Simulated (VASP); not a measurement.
# LiBr (rocksalt type) (Fm-3m) in VASP: a series of runs

The runs below take LiBr (rocksalt type) through single point, with PBE.

All numbers are computed with VASP 6.6.1; they aren't measurements. Logs are shortened: lines on timing, memory, paths and dates and some standing lists are left out, and cuts for length are marked.

### 1 The cell of the first run

The structure is cubic, space group Fm-3m (No. 225). Conventional cell: a = 5.511 Å, b = 5.511 Å, c = 5.511 Å, α = 90.00°, β = 90.00°, γ = 90.00°. Within 3.6 Å of Li (site symmetry m-3m) lie 6 Br at 2.76 Å. Br (site symmetry m-3m) has 6 Li at 2.76 Å within 3.6 Å.

### 2 Single point, PBE

The input, INCAR:

```
SYSTEM = LiBr
PREC = Accurate
ENCUT = 750
EDIFF = 1E-6
ISMEAR = -1
SIGMA = 0.02
LREAL = .False.
LASPH = .True.
NELM = 120
ALGO = Normal
ISIF = 2
LWAVE = .False.
LCHARG = .True.
GGA = PE
LELF = .True.
LVHAR = .True.
NBANDS = 18
GGA_COMPAT = .False.
```

The input, KPOINTS:

```
regular mesh
0
Gamma
  8 6 8
  0 0 0
```

The input, POSCAR:

```
LiBr
1.0
   -2.7554041429      2.7554041429      0.0000000000
    0.0000000000      0.0000000000      5.5108082858
    2.7554041429      2.7554041429      0.0000000000
Li Br
2 2
Direct
    0.0000000000      0.0000000000      0.0000000000
    0.5000000000      0.5000000000      0.5000000000
    0.5000000000      0.0000000000      0.5000000000
    0.0000000000      0.5000000000      0.0000000000
```

Potentials or basis: VASP PAW PBE potentials, release 64 (Li_sv, Br).

Run with:

```bash
> cat potpaw_PBE.64/Li_sv/POTCAR potpaw_PBE.64/Br/POTCAR > POTCAR
> mpirun -np 1 vasp_std > vasp.out
```

OUTCAR:

```text
SYSTEM = LiBr
   PREC = Accurate
   ENCUT = 750
   EDIFF = 1E-6
   ISMEAR = -1
   LREAL = .False.
   LASPH = .True.
   NELM = 120
   ISIF = 2
   GGA = PE

 ion  position               nearest neighbor table
   1  0.000  0.000  0.000-
   2  0.500  0.500  0.500-
   3  0.500  0.000  0.500-
   4  0.000  0.500  0.000-

  LATTYP: Found a simple tetragonal cell.
 ALAT       =     3.8967299087
 C/A-ratio  =     1.4142135624

  Lattice vectors:

 A1 = (   2.7554041429,  -2.7554041429,   0.0000000000)
 A2 = (   2.7554041429,   2.7554041429,   0.0000000000)
 A3 = (   0.0000000000,   0.0000000000,   5.5108082858)

Analysis of symmetry for initial positions (statically):
=====================================================================
 Subroutine PRICEL returns following result:

  LATTYP: Found a face centered cubic cell.
 ALAT       =     5.5108082858

  Lattice vectors:

 A1 = (   2.7554041429,   0.0000000000,   2.7554041429)
 A2 = (   2.7554041429,   2.7554041429,   0.0000000000)
 A3 = (   0.0000000000,   2.7554041429,   2.7554041429)

   2 primitive cells build up your supercell.

 Routine SETGRP: Setting up the symmetry group for a
 simple tetragonal supercell.

 Subroutine GETGRP returns: Found 16 space group operations
 (whereof 16 operations were pure point group operations)
 out of a pool of 16 trial point group operations.

The static configuration has the point symmetry D_4h.

Analysis of symmetry for dynamics (positions and initial velocities):
=====================================================================
 Subroutine PRICEL returns following result:

  LATTYP: Found a face centered cubic cell.
 ALAT       =     5.5108082858

  Lattice vectors:

 A1 = (   2.7554041429,   0.0000000000,   2.7554041429)
 A2 = (   2.7554041429,   2.7554041429,   0.0000000000)
 A3 = (   0.0000000000,   2.7554041429,   2.7554041429)

   2 primitive cells build up your supercell.

 Routine SETGRP: Setting up the symmetry group for a
 simple tetragonal supercell.

 Subroutine GETGRP returns: Found 16 space group operations
 (whereof 16 operations were pure point group operations)
 out of a pool of 16 trial point group operations.

The dynamic configuration has the point symmetry D_4h.

 Subroutine INISYM returns: Found 16 space group operations
 (whereof 16 operations are pure point group operations),
 and found     2 'primitive' translations

----------------------------------------------------------------------------------------

                                     Primitive cell

  volume of cell :      41.8394

  direct lattice vectors                    reciprocal lattice vectors
     2.755404143  0.000000000  2.755404143     0.181461584 -0.181461584  0.181461584
     2.755404143  2.755404143  0.000000000     0.181461584  0.181461584 -0.181461584
     0.000000000  2.755404143  2.755404143    -0.181461584  0.181461584  0.181461584

  length of vectors
     3.896729909  3.896729909  3.896729909     0.314300683  0.314300683  0.314300683

  position of ions in fractional coordinates (direct lattice)
     0.000000000  0.000000000  0.000000000
     0.500000000  0.500000000  0.500000000

  ion indices of the primitive-cell ions
   primitive index   ion index
                 1           1
                 2           4

----------------------------------------------------------------------------------------

 KPOINTS: regular mesh

Automatic generation of k-mesh.
 Grid dimensions read from file:
 generate k-points for:    8    6    8

 Generating k-lattice:

  Cartesian coordinates                     Fractional coordinates (reciprocal lattice)
    -0.022682698  0.022682698  0.000000000     0.125000000  0.000000000  0.000000000
     0.000000000  0.000000000  0.030243597     0.000000000  0.166666667  0.000000000
     0.022682698  0.022682698  0.000000000     0.000000000  0.000000000  0.125000000

  Length of vectors
     0.032078179  0.030243597  0.032078179

  Shift w.r.t. Gamma in fractional coordinates (k-lattice)
     0.000000000  0.000000000  0.000000000

 Subroutine IBZKPT returns following result:
 ===========================================

 Found     60 irreducible k-points:

 Following reciprocal coordinates:
            Coordinates               Weight
  0.000000  0.000000  0.000000      1.000000
  0.125000  0.000000  0.000000      4.000000
  0.250000  0.000000  0.000000      4.000000
  0.375000  0.000000  0.000000      4.000000
  0.500000  0.000000  0.000000      2.000000
  0.000000  0.166667  0.000000      2.000000
[... 16 lines left out ...]
  0.375000  0.000000  0.125000      8.000000
  0.500000  0.000000  0.125000      4.000000
 [... further k-points ...]
   k-points           NKPTS =     60   k-points in BZ     NKDIM =     60   number of bands    NBANDS=     18
   number of dos      NEDOS =    301   number of ions     NIONS =      4
   total plane-waves  NPLWV =  64800
   dimension x,y,z NGX =    36 NGY =   50 NGZ =   36
   dimension x,y,z NGXF=    72 NGYF=  100 NGZF=   72
   ions per type =               2   2
   NGX,Y,Z   is equivalent  to a cutoff of  15.36, 15.08, 15.36 a.u.
   NGXF,Y,Z  is equivalent  to a cutoff of  30.72, 30.17, 30.72 a.u.
 SYSTEM =  LiBr
   PREC   = accura    normal or accurate (medium, high low for compatibility)
   ISTART =      0    job   : 0-new  1-cont  2-samecut
   ICHARG =      2    charge: 1-file 2-atom 10-const
   ISPIN  =      1    spin polarized calculation?
   LNONCOLLINEAR =      F non collinear calculations
   LSORBIT =      F    spin-orbit coupling
   LASPH  =      T    aspherical Exc in radial PAW
   ENCUT  =  750.0 eV  55.12 Ry    7.42 a.u.   8.70 12.31  8.70*2*pi/ulx,y,z
   NELM   =    120;   NELMIN=  2; NELMDL= -5     # of ELM steps
   EDIFF  = 0.1E-05   stopping-criterion for ELM
   LREAL  =      F    real-space projection
   EDIFFG = 0.1E-04   stopping-criterion for IOM
   NSW    =      0    number of steps for IOM
   IBRION =     -1    ionic relax: 0-MD 1-quasi-New 2-CG
   NFREE  =      0    steps in history (QN), initial steepest desc. (CG)
   ISIF   =      2    stress and relaxation
   ISYM   =      2    0-nonsym 1-usesym 2-fastsym
   POTIM  = 0.5000    time-step for ionic-motion
   TEBEG  =    0.0;   TEEND  =   0.0 temperature during run
   PSTRESS=    0.0 pullay stress
   NELECT =      20.0000    total number of electrons
   NUPDOWN=      -1.0000    fix difference up-down
   EMIN   =  10.00;   EMAX   =-10.00  energy-range for DOS
   EFERMI =   0.00;   METHOD = LEGACY
   ISMEAR =    -1;   SIGMA  =   0.02  broadening in eV -4-tet -1-fermi 0-gaus
   EFERMI_NEDOS =   21; number of points for ismear=-14 and -15
   IALGO  =     38    algorithm
   IMIX   =      4    mixing-type and parameters
     AMIX     =   0.40;   BMIX     =  1.00
     AMIX_MAG =   1.60;   BMIX_MAG =  1.00
  volume/ion in A,a.u.               =      20.92       141.17
  Fermi-wavevector in a.u.,A,eV,Ry     =   1.015967  1.919899 14.043778  1.032189
  Thomas-Fermi vector in A             =   2.149283
   LORBIT       =      0    0 simple, 1 ext, 2 COOP (PROOUT), +10 PAW based schemes
   GGA     = PE    functional components
   LHFCALC =     F    Hartree Fock is set to
   AEXX    =    0.0000 exact exchange contribution
   IVDW    =     0    specifies the selected vdW correction
   LEPSILON=     F    determine dielectric tensor
   LRPA    =     F    only Hartree local field effects (RPA)
 non-spin polarized calculation
  energy-cutoff  :      750.00
  volume of cell :       83.68
 maximum number of plane-waves:      3937
 NGX is ok and might be reduce to    36
   NGX = 17   NGY = 25   NGZ = 17

 number of electron      20.0000004 magnetization

 Free energy of the ion-electron system (eV)
  ---------------------------------------------------
  ext. energy  EPLUGINS =         0.00000000
  ---------------------------------------------------
  free energy    TOTEN  =       -13.28306343 eV

  energy without entropy =      -13.28306343  energy(sigma->0) =      -13.28306343

 E-fermi :   0.7533     XC(G=0):  -8.4040

 val. band max:        0.2795018056   @ k =   0.1250   0.0000   0.0000
 cond. band min:       5.1941752167   @ k =   0.0000   0.0000   0.0000
 fundamental gap:      4.9146734111
 Fermi energy:         0.7533260629

 k-point     1 :       0.0000    0.0000    0.0000
  band No.  band energies     occupation
      1     -44.1315      2.00000
      2     -44.1302      2.00000
      3     -13.1396      2.00000
      4     -12.4876      2.00000
      5      -2.5785      2.00000
      6      -0.8507      2.00000
[... 10 lines left out ...]
     17      11.8550      0.00000
     18      12.4938      0.00000

 k-point     2 :       0.1250    0.0000    0.0000
  band No.  band energies     occupation
      1     -44.1314      2.00000
      2     -44.1302      2.00000
      3     -13.0973      2.00000
      4     -12.4900      2.00000
      5      -2.4783      2.00000
      6      -1.0854      2.00000
[... 10 lines left out ...]
     17      11.1181      0.00000
     18      11.5453      0.00000

 k-point     3 :       0.2500    0.0000    0.0000
  band No.  band energies     occupation
      1     -44.1312      2.00000
      2     -44.1302      2.00000
      3     -12.9819      2.00000
      4     -12.5076      2.00000
      5      -2.1875      2.00000
      6      -1.5526      2.00000
[... 10 lines left out ...]
     17      10.5502      0.00000
     18      10.8215      0.00000

 k-point     4 :       0.3750    0.0000    0.0000
  band No.  band energies     occupation
      1     -44.1308      2.00000
      2     -44.1303      2.00000
      3     -12.8260      2.00000
      4     -12.5639      2.00000
      5      -1.8887      2.00000
      6      -1.7365      2.00000
[... 375 lines left out ...]
      4     -12.5006      2.00000
      5      -2.0984      2.00000
      6      -1.6024      2.00000
[... 10 lines left out ...]
     17      10.4880      0.00000
     18      10.7609      0.00000

 k-point    23 :       0.3750    0.0000    0.1250
  band No.  band energies     occupation
      1     -44.1308      2.00000
      2     -44.1303      2.00000
      3     -12.7921      2.00000
      4     -12.5474      2.00000
      5      -1.9387      2.00000
      6      -1.6640      2.00000
[... 10 lines left out ...]
     17      10.3394      0.00000
     18      10.4513      0.00000

 k-point    24 :       0.5000    0.0000    0.1250
  band No.  band energies     occupation
      1     -44.1305      2.00000
      2     -44.1305      2.00000
      3     -12.6478      2.00000
      4     -12.6478      2.00000
      5      -1.9499      2.00000
      6      -1.9499      2.00000
[... 10 lines left out ...]
     17      10.4035      0.00000
     18      10.4035      0.00000

 [... further k-points ...]

------------------------ aborting loop because EDIFF is reached ----------------------------------------

  FORCE on cell =-STRESS in cart. coord.  units (eV):
  Direction    XX          YY          ZZ          XY          YZ          ZX
  --------------------------------------------------------------------------------------
  -------------------------------------------------------------------------------------
  Total       -0.0306499     -0.0306499     -0.0309566      0.0000000      0.0000000      0.0000000
  in kB       -0.5868456     -0.5868456     -0.5927185      0.0000000      0.0000000      0.0000000
  external PRESSURE =      -0.5888033 kB  Pullay stress =       0.0000000 kB

 VOLUME and BASIS-vectors are now :
 -----------------------------------------------------------------------------
  energy-cutoff  :      750.00
  volume of cell :       83.68
      direct lattice vectors                 reciprocal lattice vectors
    -2.755404143  2.755404143  0.000000000    -0.181461584  0.181461584  0.000000000
     0.000000000  0.000000000  5.510808286     0.000000000  0.000000000  0.181461584
     2.755404143  2.755404143  0.000000000     0.181461584  0.181461584  0.000000000

 POSITION                                       TOTAL-FORCE (eV/Angst)
 -----------------------------------------------------------------------------------
      0.00000      0.00000      0.00000        -0.000000      0.000000     -0.000000
      0.00000      2.75540      2.75540        -0.000000     -0.000000      0.000000
      0.00000      2.75540      0.00000         0.000000     -0.000000     -0.000000
      0.00000      0.00000      2.75540         0.000000      0.000000     -0.000000
 -----------------------------------------------------------------------------------
    total drift:                                0.000000      0.000000     -0.000000

  FREE ENERGIE OF THE ION-ELECTRON SYSTEM (eV)
  ---------------------------------------------------
  free  energy   TOTEN  =       -13.2830634293 eV

  energy  without entropy=      -13.2830634293  energy(sigma->0) =      -13.28306343
```

It took 69 s on 1 thread of Intel Xeon Platinum 8488C (Sapphire Rapids), shared host; peak memory 0.32 GiB.

Results:

```yaml
Free_energy: -13.2831 eV
Pressure: -0.1 GPa
Band_gap_on_the_k_mesh: 4.91 eV
```

### 3 Single point, PBE

The input, INCAR:

```
PREC = Accurate
ENCUT = 750
EDIFF = 1E-6
ISMEAR = -1
SIGMA = 0.02
LREAL = F
LASPH = T
NELM = 120
ALGO = Normal
ISIF = 2
LWAVE = F
LCHARG = F
GGA = PE
NBANDS = 18
GGA_COMPAT = F
```

The input, KPOINTS:

```
regular mesh
0
Gamma
  8 6 8
```

POSCAR is that of step 2.

Potentials or basis: VASP PAW PBE potentials, release 64 (Li_sv, Br).

Run with:

```bash
> cat potpaw_PBE.64/Li_sv/POTCAR potpaw_PBE.64/Br/POTCAR > POTCAR
> mpirun -np 1 vasp_std > vasp.out
```

OUTCAR:

```text
PREC = Accurate
   ENCUT = 750
   EDIFF = 1E-6
   ISMEAR = -1
   LREAL = F
   LASPH = T
   NELM = 120
   ISIF = 2
   GGA = PE

 ion  position               nearest neighbor table
   1  0.000  0.000  0.000-
   2  0.500  0.500  0.500-
   3  0.500  0.000  0.500-
   4  0.000  0.500  0.000-

  LATTYP: Found a simple tetragonal cell.
 ALAT       =     3.8967299087
 C/A-ratio  =     1.4142135624

  Lattice vectors:

 A1 = (   2.7554041429,  -2.7554041429,   0.0000000000)
 A2 = (   2.7554041429,   2.7554041429,   0.0000000000)
 A3 = (   0.0000000000,   0.0000000000,   5.5108082858)

Analysis of symmetry for initial positions (statically):
=====================================================================
 Subroutine PRICEL returns following result:

  LATTYP: Found a face centered cubic cell.
 ALAT       =     5.5108082858

  Lattice vectors:

 A1 = (   2.7554041429,   0.0000000000,   2.7554041429)
 A2 = (   2.7554041429,   2.7554041429,   0.0000000000)
 A3 = (   0.0000000000,   2.7554041429,   2.7554041429)

   2 primitive cells build up your supercell.

 Routine SETGRP: Setting up the symmetry group for a
 simple tetragonal supercell.

 Subroutine GETGRP returns: Found 16 space group operations
 (whereof 16 operations were pure point group operations)
 out of a pool of 16 trial point group operations.

The static configuration has the point symmetry D_4h.

Analysis of symmetry for dynamics (positions and initial velocities):
=====================================================================
 Subroutine PRICEL returns following result:

  LATTYP: Found a face centered cubic cell.
 ALAT       =     5.5108082858

  Lattice vectors:

 A1 = (   2.7554041429,   0.0000000000,   2.7554041429)
[... 127 lines left out ...]
   ISMEAR =    -1;   SIGMA  =   0.02  broadening in eV -4-tet -1-fermi 0-gaus
   EFERMI_NEDOS =   21; number of points for ismear=-14 and -15
   IALGO  =     38    algorithm
   IMIX   =      4    mixing-type and parameters
     AMIX     =   0.40;   BMIX     =  1.00
     AMIX_MAG =   1.60;   BMIX_MAG =  1.00
  volume/ion in A,a.u.               =      20.92       141.17
  Fermi-wavevector in a.u.,A,eV,Ry     =   1.015967  1.919899 14.043778  1.032189
  Thomas-Fermi vector in A             =   2.149283
   LORBIT       =      0    0 simple, 1 ext, 2 COOP (PROOUT), +10 PAW based schemes
   GGA     = PE    functional components
   LHFCALC =     F    Hartree Fock is set to
   AEXX    =    0.0000 exact exchange contribution
   IVDW    =     0    specifies the selected vdW correction
   LEPSILON=     F    determine dielectric tensor
   LRPA    =     F    only Hartree local field effects (RPA)
 non-spin polarized calculation
  energy-cutoff  :      750.00
  volume of cell :       83.68
 maximum number of plane-waves:      3937
 NGX is ok and might be reduce to    36
   NGX = 17   NGY = 25   NGZ = 17

 number of electron      20.0000004 magnetization

 Free energy of the ion-electron system (eV)
  ---------------------------------------------------
  ext. energy  EPLUGINS =         0.00000000
  ---------------------------------------------------
  free energy    TOTEN  =       -13.28306343 eV

  energy without entropy =      -13.28306343  energy(sigma->0) =      -13.28306343

 E-fermi :   0.7533     XC(G=0):  -8.4040

 val. band max:        0.2795018056   @ k =   0.1250   0.0000   0.0000
 cond. band min:       5.1941752167   @ k =   0.0000   0.0000   0.0000
 fundamental gap:      4.9146734111
 Fermi energy:         0.7533260629

 k-point     1 :       0.0000    0.0000    0.0000
  band No.  band energies     occupation
      1     -44.1315      2.00000
      2     -44.1302      2.00000
      3     -13.1396      2.00000
      4     -12.4876      2.00000
      5      -2.5785      2.00000
      6      -0.8507      2.00000
[... 481 lines left out ...]
      5      -1.9499      2.00000
      6      -1.9499      2.00000
[... 10 lines left out ...]
     17      10.4035      0.00000
     18      10.4035      0.00000

 [... further k-points ...]

------------------------ aborting loop because EDIFF is reached ----------------------------------------

  FORCE on cell =-STRESS in cart. coord.  units (eV):
  Direction    XX          YY          ZZ          XY          YZ          ZX
  --------------------------------------------------------------------------------------
  -------------------------------------------------------------------------------------
  Total       -0.0306499     -0.0306499     -0.0309566      0.0000000      0.0000000      0.0000000
  in kB       -0.5868456     -0.5868456     -0.5927185      0.0000000      0.0000000      0.0000000
  external PRESSURE =      -0.5888033 kB  Pullay stress =       0.0000000 kB

 VOLUME and BASIS-vectors are now :
 -----------------------------------------------------------------------------
  energy-cutoff  :      750.00
  volume of cell :       83.68
      direct lattice vectors                 reciprocal lattice vectors
    -2.755404143  2.755404143  0.000000000    -0.181461584  0.181461584  0.000000000
     0.000000000  0.000000000  5.510808286     0.000000000  0.000000000  0.181461584
     2.755404143  2.755404143  0.000000000     0.181461584  0.181461584  0.000000000

 POSITION                                       TOTAL-FORCE (eV/Angst)
 -----------------------------------------------------------------------------------
      0.00000      0.00000      0.00000        -0.000000      0.000000     -0.000000
      0.00000      2.75540      2.75540        -0.000000     -0.000000      0.000000
      0.00000      2.75540      0.00000         0.000000     -0.000000     -0.000000
      0.00000      0.00000      2.75540         0.000000      0.000000     -0.000000
 -----------------------------------------------------------------------------------
    total drift:                                0.000000      0.000000     -0.000000

  FREE ENERGIE OF THE ION-ELECTRON SYSTEM (eV)
  ---------------------------------------------------
  free  energy   TOTEN  =       -13.2830634293 eV

  energy  without entropy=      -13.2830634293  energy(sigma->0) =      -13.28306343
```

Run time: 66 s. Hardware: 1 thread of Intel Xeon Platinum 8488C (Sapphire Rapids), shared host; peak memory 0.32 GiB.

Results:

| Quantity | Value |
| --- | --- |
| Free energy | -13.2831 eV |
| Pressure | -0.1 GPa |
| Band gap on the k mesh | 4.91 eV |

A k mesh can miss the band edges.
